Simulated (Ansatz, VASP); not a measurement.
# TaN: VASP beside Ansatz

```
CELL_PARAMETERS angstrom
2.59024 -4.48642 0.00000
-5.18047 0.00000 0.00000
0.00000 0.00000 -5.78845
ATOMIC_POSITIONS crystal
Ta 0.33333 0.66667 0.25000
Ta 0.33333 0.66667 0.75000
Ta 0.66667 0.33333 0.25000
Ta 0.66667 0.33333 0.75000
Ta 0.00000 0.00000 0.50000
Ta 0.00000 0.00000 0.00000
N 0.00000 0.60670 0.50000
N 0.00000 0.60670 0.00000
N 0.39330 0.39330 0.50000
N 0.39330 0.39330 0.00000
N 0.60670 0.00000 0.50000
N 0.60670 0.00000 0.00000
```

Alike in both runs: functional PBEsol; k mesh 6 × 6 × 6; occupations gaussian, width 0.1 eV; no spin polarisation.

Ansatz relaxed the structure, and its values are those at the end. VASP's run is a single point on that final structure, the one shown.

```csv
,VASP,Ansatz
version,VASP 6.6.1,Ansatz 0.2.0
potentials or method,"VASP PAW PBE potentials, release 64 (Ta_pv, N), cutoff 520 eV","scalar-relativistic, plane waves, PAW"
valence electrons in the cell,96,108
```

VASP gave:

| Quantity | Value |
| --- | --- |
| gap on the k mesh at the Fermi level (eV) | none |
| pressure (GPa) | 0.9 |
| rms of the force components (eV/Å) | 0.005 |

**Question.** Estimate Ansatz's values.

**Answer.** gap on the k mesh at the Fermi level (eV): none; pressure (GPa): 0.0; rms of the force components (eV/Å): 0.001.

VASP's potentials were made for PBE, not for PBEsol. A gap of «none» marks a metal or a gap that the smearing closes. VASP's potentials hold 96 valence electrons a cell and Ansatz's 108, so a difference there can come from the potentials and not from the codes.

Neither program's run includes spin-orbit coupling.
